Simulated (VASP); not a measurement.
**BaS: single point with PBE**

BaS:

```xyz
2
Lattice="0.0000 3.1938 3.1938 3.1938 0.0000 3.1938 3.1938 3.1938 0.0000" Properties=species:S:1:pos:R:3 pbc="T T T"
Ba    0.0000    0.0000    0.0000
S     3.1938    3.1938    3.1938
```

- Program: VASP 6.6.1
- Task: single point
- Functional: PBE
- Potentials or basis: VASP PAW PBE potentials, release 64 (Ba_sv, S)
- Cutoff: 520 eV
- k mesh: 7 × 7 × 7
- Occupations: gaussian, width 0.017 eV
- Spin: no spin polarisation
- Dipole correction: no
- Further INCAR settings: ALGO = Normal; EDIFF = 1e-06; NBANDS = 15

| Quantity | Value |
| --- | --- |
| Pressure | 1.4 GPa |
| Band gap on the k mesh | 2.17 eV (least direct gap 2.31 eV) |

Levels at points of the mesh, in eV from the valence-band top:
```tsv
k point	band 6	band 7	band 8	band 9	band 10	band 11
(0.00, 0.00, 0.00)	0.00	0.00	0.00	3.60	3.87	3.87
```

Run time: 23 s on 1 thread of Intel Xeon 8259CL, with other jobs on the host, peak memory 0.21 GiB.

Caveat: spin-orbit coupling is left out, which moves the levels of the heavy elements; an odd mesh through Γ misses points on the zone boundary, where band edges can lie. A hybrid or GW would open this gap; PBE tends to underestimate it.
